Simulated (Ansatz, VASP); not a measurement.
**CsH in VASP and in Ansatz**

The input POSCAR:

```
CsH
1.0
   -0.1594000000      3.1880000000      3.1880000000
    3.1880000000     -0.1594000000      3.1880000000
    3.0286000000      3.0286000000      0.0000000000
Cs H
1 1
Direct
    0.0000000000      0.0000000000      0.0000000000
    0.5000000000      0.5000000000      0.5000000000
```

Contents of INCAR.step1:

```
SYSTEM = CsH
ALGO = Normal
EDIFF = 1E-4
ENCUT = 520
GGA = PE
ISMEAR = 0
LASPH = .True.
LCHARG = .False.
LREAL = .False.
LWAVE = .True.
NBANDS = 12
NELM = 100
PREC = Accurate
SIGMA = 0.05
```

Contents of INCAR.step2:

```
SYSTEM = CsH
ALGO = Normal
EDIFF = 1E-6
ENCUT = 520
ISIF = 2
ISMEAR = 0
ISTART = 1
LASPH = .True.
LCHARG = .False.
LMIXTAU = .True.
LREAL = .False.
LWAVE = .False.
METAGGA = R2SCAN
NBANDS = 12
NELM = 100
PREC = Accurate
SIGMA = 0.05
```

Contents of KPOINTS:

```
k-points
0
Gamma
  6 6 6
  0 0 0
```

Input for Ansatz:

```yaml
crystal:
  lattice:
    - [-0.1594, 3.188, 3.188]
    - [3.188, -0.1594, 3.188]
    - [3.0286, 3.0286, 0.0]
  atoms:
    - { symbol: Cs, position: [0.0, 0.0, 0.0] }
    - { symbol: H, position: [0.5, 0.5, 0.5] }
basis:
  ecutwfc: 500
kpoints:
  mp_grid: { grid: [6, 6, 6] }
hamiltonian:
  xc: r2scan
scf:
  occupations: { method: gaussian, width: 0.05 }
output:
  forces: true
  stress: true
  eigenvalues: true
```

Change from the starting cell: strain -0.1000 x Voigt [0, 0, 0, 0, 0, 1], atoms carried along.

Alike in both runs: task single point; functional r2SCAN; k mesh 6 × 6 × 6; occupations gaussian, width 0.05 eV; no spin polarisation.

```csv
,VASP,Ansatz
version,VASP 6.6.1,Ansatz 0.2.0
potentials or method,"VASP PAW PBE potentials, release 64 (Cs_sv, H), cutoff 520 eV","scalar-relativistic, plane waves, PAW"
valence electrons in the cell,10,10
```

Ansatz gave:

```
gap on the k mesh at the Fermi level (eV)                     : 2.65
least direct gap on the mesh (eV)                             : 2.66
pressure (GPa)                                                : 0.0
traceless stress, the component that is largest in VASP (GPa) : 0.48
```

Estimate VASP's values.

gap on the k mesh at the Fermi level (eV): 2.63; least direct gap on the mesh (eV): 2.64; pressure (GPa): 0.0; traceless stress, the component that is largest in VASP (GPa): 0.49.

VASP's potentials were made for PBE, not for r2SCAN.

Spin-orbit coupling is off throughout.
